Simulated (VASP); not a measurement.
# InSb (I4/mmm) in VASP: notebook, part 2 of 2

VASP 6.6.1. The steps go on from the part before.

## Step 3: Single point, LDA (strain -0.0050 x Voigt [0, 0, 1, 0, 0, 0])

Input file INCAR:

```
SYSTEM = InSb
PREC     = Accurate       ! precision mode
ENCUT    = 520            ! plane-wave cutoff, eV
EDIFF    = 1E-6           ! SCF threshold, eV
ISMEAR   = 0              ! smearing method
SIGMA    = 0.15           ! smearing width, eV
LREAL    = .FALSE.        ! projectors in reciprocal space
LASPH    = .TRUE.         ! aspherical terms in the spheres
NELM     = 100            ! most SCF steps
ALGO     = Normal         ! electronic algorithm
ISIF     = 2              ! what is computed and relaxed
LWAVE    = .FALSE.        ! write WAVECAR
LCHARG   = .TRUE.         ! write CHGCAR
LELF     = .TRUE.         ! ELF
LVHAR    = .TRUE.       
NBANDS   = 16             ! bands
```

Input file KPOINTS:

```
regular mesh
0
G
  14 14 14
  0 0 0
```

Input file POSCAR:

```
InSb
1.0
    0.0000000000      3.0735130000      3.0581454350
    3.0735130000      0.0000000000      3.0581454350
    3.0735130000      3.0735130000      0.0000000000
In Sb
1 1
Direct
    0.0000000000      0.0000000000      0.0000000000
    0.5000000000      0.5000000000      0.5000000000
```

Potentials or basis: VASP PAW LDA potentials, release 64 (In_d, Sb).

The run is started by

```console
> cat potpaw_LDA.64/In_d/POTCAR potpaw_LDA.64/Sb/POTCAR > POTCAR
> mpirun -np 1 vasp_std > vasp.out
```

OUTCAR:

```text
SYSTEM = InSb
   PREC = Accurate
   ENCUT = 520
   EDIFF = 1E-6
   ISMEAR = 0
   LREAL = .FALSE.
   LASPH = .TRUE.
   NELM = 100
   ISIF = 2

 ion  position               nearest neighbor table
   1  0.000  0.000  0.000-   2 3.06   2 3.06   2 3.07   2 3.07   2 3.07   2 3.07
   2  0.500  0.500  0.500-   1 3.06   1 3.06   1 3.07   1 3.07   1 3.07   1 3.07

  LATTYP: Found a body centered tetragonal cell.
 ALAT       =     4.3466037687
 C/A-ratio  =     1.4071424946

  Lattice vectors:

 A1 = (   0.0000000000,  -3.0735130000,  -3.0581454350)
 A2 = (   0.0000000000,   3.0735130000,  -3.0581454350)
 A3 = (   3.0735130000,   0.0000000000,   3.0581454350)

Analysis of symmetry for initial positions (statically):
=====================================================================
 Subroutine PRICEL returns:
 Original cell was already a primitive cell.

 Routine SETGRP: Setting up the symmetry group for a
 body centered tetragonal supercell.

 Subroutine GETGRP returns: Found 16 space group operations
 (whereof 16 operations were pure point group operations)
 out of a pool of 16 trial point group operations.

The static configuration has the point symmetry D_4h.

Analysis of symmetry for dynamics (positions and initial velocities):
=====================================================================
 Subroutine PRICEL returns:
 Original cell was already a primitive cell.

 Routine SETGRP: Setting up the symmetry group for a
 body centered tetragonal supercell.

 Subroutine GETGRP returns: Found 16 space group operations
 (whereof 16 operations were pure point group operations)
 out of a pool of 16 trial point group operations.

The dynamic configuration has the point symmetry D_4h.

 Subroutine INISYM returns: Found 16 space group operations
 (whereof 16 operations are pure point group operations),
 and found     1 'primitive' translations

----------------------------------------------------------------------------------------

                                     Primitive cell

  volume of cell :      57.7774

  direct lattice vectors                    reciprocal lattice vectors
     0.000000000  3.073513000  3.058145435    -0.162680295  0.162680295  0.163497783
     3.073513000  0.000000000  3.058145435     0.162680295 -0.162680295  0.163497783
     3.073513000  3.073513000  0.000000000     0.162680295  0.162680295 -0.163497783

  length of vectors
     4.335750876  4.335750876  4.346603769     0.282243302  0.282243302  0.282243302

  position of ions in fractional coordinates (direct lattice)
     0.000000000  0.000000000  0.000000000
     0.500000000  0.500000000  0.500000000

  ion indices of the primitive-cell ions
   primitive index   ion index
                 1           1
                 2           2

----------------------------------------------------------------------------------------

 KPOINTS: regular mesh

Automatic generation of k-mesh.
 Grid dimensions read from file:
 generate k-points for:   14   14   14

 Generating k-lattice:

  Cartesian coordinates                     Fractional coordinates (reciprocal lattice)
    -0.011620021  0.011620021  0.011678413     0.071428571  0.000000000  0.000000000
     0.011620021 -0.011620021  0.011678413     0.000000000  0.071428571  0.000000000
     0.011620021  0.011620021 -0.011678413     0.000000000  0.000000000  0.071428571

  Length of vectors
     0.020160236  0.020160236  0.020160236

  Shift w.r.t. Gamma in fractional coordinates (k-lattice)
     0.000000000  0.000000000  0.000000000

 Subroutine IBZKPT returns following result:
 ===========================================

 Found    244 irreducible k-points:

 Following reciprocal coordinates:
            Coordinates               Weight
  0.000000  0.000000  0.000000      1.000000
  0.071429 -0.000000  0.000000      8.000000
  0.142857 -0.000000  0.000000      8.000000
  0.214286 -0.000000  0.000000      8.000000
  0.285714  0.000000  0.000000      8.000000
  0.357143 -0.000000  0.000000      8.000000
[... 16 lines left out ...]
  0.214286  0.142857  0.000000      8.000000
  0.285714  0.142857  0.000000      8.000000
 [... further k-points ...]
   k-points           NKPTS =    244   k-points in BZ     NKDIM =    244   number of bands    NBANDS=     16
   number of dos      NEDOS =    301   number of ions     NIONS =      2
   total plane-waves  NPLWV =  32768
   dimension x,y,z NGX =    32 NGY =   32 NGZ =   32
   dimension x,y,z NGXF=    64 NGYF=   64 NGZF=   64
   ions per type =               1   1
   NGX,Y,Z   is equivalent  to a cutoff of  12.27, 12.27, 12.24 a.u.
   NGXF,Y,Z  is equivalent  to a cutoff of  24.54, 24.54, 24.48 a.u.
 SYSTEM =  InSb
   PREC   = accura    normal or accurate (medium, high low for compatibility)
   ISTART =      0    job   : 0-new  1-cont  2-samecut
   ICHARG =      2    charge: 1-file 2-atom 10-const
   ISPIN  =      1    spin polarized calculation?
   LNONCOLLINEAR =      F non collinear calculations
   LSORBIT =      F    spin-orbit coupling
   LASPH  =      T    aspherical Exc in radial PAW
   ENCUT  =  520.0 eV  38.22 Ry    6.18 a.u.   8.06  8.06  8.08*2*pi/ulx,y,z
   NELM   =    100;   NELMIN=  2; NELMDL= -5     # of ELM steps
   EDIFF  = 0.1E-05   stopping-criterion for ELM
   LREAL  =      F    real-space projection
   EDIFFG = 0.1E-04   stopping-criterion for IOM
   NSW    =      0    number of steps for IOM
   IBRION =     -1    ionic relax: 0-MD 1-quasi-New 2-CG
   NFREE  =      0    steps in history (QN), initial steepest desc. (CG)
   ISIF   =      2    stress and relaxation
   ISYM   =      2    0-nonsym 1-usesym 2-fastsym
   POTIM  = 0.5000    time-step for ionic-motion
   TEBEG  =    0.0;   TEEND  =   0.0 temperature during run
   PSTRESS=    0.0 pullay stress
   NELECT =      18.0000    total number of electrons
   NUPDOWN=      -1.0000    fix difference up-down
   EMIN   =  10.00;   EMAX   =-10.00  energy-range for DOS
   EFERMI =   0.00;   METHOD = LEGACY
   ISMEAR =     0;   SIGMA  =   0.15  broadening in eV -4-tet -1-fermi 0-gaus
   EFERMI_NEDOS =   21; number of points for ismear=-14 and -15
   IALGO  =     38    algorithm
   IMIX   =      4    mixing-type and parameters
     AMIX     =   0.40;   BMIX     =  1.00
     AMIX_MAG =   1.60;   BMIX_MAG =  1.00
  volume/ion in A,a.u.               =      28.89       194.95
  Fermi-wavevector in a.u.,A,eV,Ry     =   1.109804  2.097225 16.757816  1.231665
  Thomas-Fermi vector in A             =   2.246348
   LORBIT       =      0    0 simple, 1 ext, 2 COOP (PROOUT), +10 PAW based schemes
   GGA     = CA    functional components
   LHFCALC =     F    Hartree Fock is set to
   AEXX    =    0.0000 exact exchange contribution
   IVDW    =     0    specifies the selected vdW correction
   LEPSILON=     F    determine dielectric tensor
   LRPA    =     F    only Hartree local field effects (RPA)
 non-spin polarized calculation
 Gauss-broadening in eV      SIGMA  =   0.15
  energy-cutoff  :      520.00
  volume of cell :       57.78
 maximum number of plane-waves:      1588
   NGX = 17   NGY = 17   NGZ = 17

 number of electron      18.0000002 magnetization

 Free energy of the ion-electron system (eV)
  ---------------------------------------------------
  ext. energy  EPLUGINS =         0.00000000
  ---------------------------------------------------
  free energy    TOTEN  =        -8.00652470 eV

  energy without entropy =       -7.98908158  energy(sigma->0) =       -7.99780314

 E-fermi :   6.4114     XC(G=0):  -9.9580

 val. band max:        6.4080667455   @ k =   0.4286   0.0714   0.0000
 cond. band min:       6.4122565430   @ k =   0.1429  -0.0000   0.0000
 fundamental gap:      0.0041897975
 Fermi energy:         6.4114484207

 k-point     1 :       0.0000    0.0000    0.0000
  band No.  band energies     occupation
      1      -7.9008      2.00000
      2      -7.8992      2.00000
      3      -7.8690      2.00000
      4      -7.8690      2.00000
      5      -7.8673      2.00000
      6      -4.5311      2.00000
[... 8 lines left out ...]
     15      12.6185      0.00000
     16      12.6483      0.00000
[... 419 lines left out ...]
 k-point    24 :       0.2857    0.1429    0.0000
  band No.  band energies     occupation
      1      -7.9390      2.00000
      2      -7.9002      2.00000
      3      -7.8720      2.00000
      4      -7.8538      2.00000
      5      -7.8503      2.00000
      6      -3.7497      2.00000
[... 8 lines left out ...]
     15      14.8958      0.00000
     16      15.1096      0.00000

 [... further k-points ...]

------------------------ aborting loop because EDIFF is reached ----------------------------------------

  FORCE on cell =-STRESS in cart. coord.  units (eV):
  Direction    XX          YY          ZZ          XY          YZ          ZX
  --------------------------------------------------------------------------------------
  -------------------------------------------------------------------------------------
  Total       -1.4300539     -1.4300539     -1.3092839      0.0000000     -0.0000000      0.0000000
  in kB      -39.6556208    -39.6556208    -36.3066488      0.0000000     -0.0000000      0.0000000
  external PRESSURE =     -38.5392968 kB  Pullay stress =       0.0000000 kB

 VOLUME and BASIS-vectors are now :
 -----------------------------------------------------------------------------
  energy-cutoff  :      520.00
  volume of cell :       57.78
      direct lattice vectors                 reciprocal lattice vectors
     0.000000000  3.073513000  3.058145435    -0.162680295  0.162680295  0.163497783
     3.073513000  0.000000000  3.058145435     0.162680295 -0.162680295  0.163497783
     3.073513000  3.073513000  0.000000000     0.162680295  0.162680295 -0.163497783

 POSITION                                       TOTAL-FORCE (eV/Angst)
 -----------------------------------------------------------------------------------
      0.00000      0.00000      0.00000        -0.000000      0.000000      0.000000
      3.07351      3.07351      3.05815         0.000000     -0.000000     -0.000000
 -----------------------------------------------------------------------------------
    total drift:                                0.000000     -0.000000     -0.000000

  FREE ENERGIE OF THE ION-ELECTRON SYSTEM (eV)
  ---------------------------------------------------
  free  energy   TOTEN  =        -8.0065246950 eV

  energy  without entropy=       -7.9890815771  energy(sigma->0) =       -7.99780314
```

Wall time 89 s (1 thread of AMD EPYC 9R45 (Zen 5), shared host); peak memory 0.31 GiB.

What came out:

```
Free energy            : -8.0065 eV
Pressure               : -3.9 GPa
Band gap on the k mesh : zero (bands 9 and 10 overlap by 2.70 eV)
```

Stress tensor (GPa, compression positive):
```
-3.97  0.00  0.00
 0.00 -3.97  0.00
 0.00  0.00 -3.63
```

Caveat: the cell differs from its parent crystal (strain -0.0050 x Voigt [0, 0, 1, 0, 0, 0]); the cell stands under tension; spin-orbit coupling is left out, which moves the levels of the heavy elements.

## Step 4: Single point, LDA (strain +0.0050 x Voigt [0, 0, 1, 0, 0, 0])

Input file INCAR:

```
ALGO = Normal
EDIFF = 1E-6
ENCUT = 520
GGA = CA
ISIF = 2
ISMEAR = 0
LASPH = True
LCHARG = True
LELF = True
LREAL = False
LVHAR = True
LWAVE = False
NBANDS = 16
NELM = 100
PREC = Accurate
SIGMA = 0.15
```

Input file KPOINTS:

```
k-points
0
Gamma
  14 14 14
```

Input file POSCAR:

```
InSb
1.0
    0.0000000000      3.0735130000      3.0888805650
    3.0735130000      0.0000000000      3.0888805650
    3.0735130000      3.0735130000      0.0000000000
In Sb
1 1
Direct
    0.0000000000      0.0000000000      0.0000000000
    0.5000000000      0.5000000000      0.5000000000
```

The run is started by

```console
> cat potpaw_LDA.64/In_d/POTCAR potpaw_LDA.64/Sb/POTCAR > POTCAR
> mpirun -np 1 vasp_std > vasp.out
```

It took 83 s on 1 thread of AMD EPYC 9R45 (Zen 5), shared host; peak memory 0.31 GiB.

The run converged. Its results:

```yaml
Free_energy: -7.9920 eV
Pressure: -4.3 GPa
Band_gap_on_the_k_mesh: zero (bands 9 and 10 overlap by 2.64 eV)
```

Stress tensor (GPa, compression positive):
```
-4.15  0.00  0.00
 0.00 -4.15  0.00
 0.00  0.00 -4.45
```

Levels at points of the mesh, in eV from the Fermi level:
```csv
k point,band 5,band 6,band 7,band 8,band 9,band 10,band 11,band 12,band 13,band 14
"(0.00, 0.00, 0.00)",-14.27,-10.88,-0.69,-0.06,-0.06,-0.01,5.85,5.98,5.98,6.19
"(0.50, 0.00, 0.00)",-14.24,-9.14,-6.35,0.34,0.37,2.14,2.44,2.47,3.13,9.89
"(0.50, 0.50, 0.00)",-14.22,-8.50,-4.31,-3.40,-2.04,-2.04,3.34,8.07,8.07,9.84
"(0.50, 0.00, 0.50)",-14.22,-8.46,-4.31,-3.44,-2.09,-2.03,3.32,7.98,8.13,9.90
```

Caveat: the cell differs from its parent crystal (strain +0.0050 x Voigt [0, 0, 1, 0, 0, 0]); the cell stands under tension; spin-orbit coupling is left out, which moves the levels of the heavy elements.

## Step 5: Summary

| cell | gap on the mesh (eV) | pressure (GPa) |
| --- | --- | --- |
| a = 4.325, b = 4.325, c = 4.347 Å, angles 59.8, 59.8, 60.3°, 2 atoms | none | -3.6 |
| a = 4.336, b = 4.336, c = 4.347 Å, angles 59.9, 59.9, 60.2°, 2 atoms | none | -3.9 |
| a = 4.357, b = 4.357, c = 4.347 Å, angles 60.1, 60.1, 59.8°, 2 atoms | none | -4.3 |

Alike in all rows: task single point; level LDA; potentials or basis VASP PAW LDA potentials, release 64 (In_d, Sb); no spin polarisation; k mesh 14 × 14 × 14; cutoff (eV) 520; smearing gaussian 0.15 eV.

Caveats: the cell stands under tension; spin-orbit coupling is left out, which moves the levels of the heavy elements.

Absolute energies hang on the potentials; compare differences alone.
